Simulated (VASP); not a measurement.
Here is a VASP 6.6.1 calculation.

The input INCAR:

```
SYSTEM = Ti8C5
ALGO = Normal
EDIFF = 1E-7
ENCUT = 520
GGA = CA
ISIF = 2
ISMEAR = 0
LASPH = .True.
LCHARG = .False.
LREAL = .False.
LWAVE = .False.
NBANDS = 70
NELM = 60
PREC = Accurate
SIGMA = 0.1
```

Contents of KPOINTS:

```
k-points
0
Gamma
  6 6 6
  0 0 0
```

Contents of POSCAR:

```
Ti8C5
1.0
    3.0133821229      1.7397769798      4.8673726697
   -3.0133821229      1.7397769798      4.8673726697
    0.0000000000     -3.4795539597      4.8673726697
Ti C
8 5
Direct
    0.2496917606      0.7627336911      0.2496917606
    0.2496917606      0.2496917606      0.7627336911
    0.7627336911      0.2496917606      0.2496917606
    0.2372663089      0.7503082394      0.7503082394
    0.7503082394      0.2372663089      0.7503082394
    0.7503082394      0.7503082394      0.2372663089
    0.2449391392      0.2449391392      0.2449391392
    0.7550608608      0.7550608608      0.7550608608
    0.0000000000      0.0000000000      0.5000000000
    0.5000000000      0.0000000000      0.0000000000
    0.0000000000      0.5000000000      0.0000000000
    0.5000000000      0.5000000000      0.5000000000
    0.0000000000      0.0000000000      0.0000000000
```

Potentials or basis: VASP PAW LDA potentials, release 64 (Ti_sv, C).

Run with:

```console
$ cat potpaw_LDA.64/Ti_sv/POTCAR potpaw_LDA.64/C/POTCAR > POTCAR
$ mpirun -np 1 vasp_std > vasp.out
```

Estimate the largest force.

0.053 eV/Å.

What does it give for the band gap on the k mesh?

Zero (band 58 reaches 8.70 eV, above the bottom of band 59 at 8.64 eV).

Forces on the atoms (eV/Å):
```
Ti   0.021 -0.012 -0.034
Ti   0.000  0.024 -0.034
Ti  -0.021 -0.012 -0.034
Ti   0.021  0.012  0.034
Ti  -0.021  0.012  0.034
Ti   0.000 -0.024  0.034
Ti   0.000  0.000  0.053
Ti   0.000  0.000 -0.053
C    0.000  0.000  0.000
C    0.000  0.000  0.000
C    0.000  0.000  0.000
C    0.000  0.000  0.000
C    0.000  0.000  0.000
```
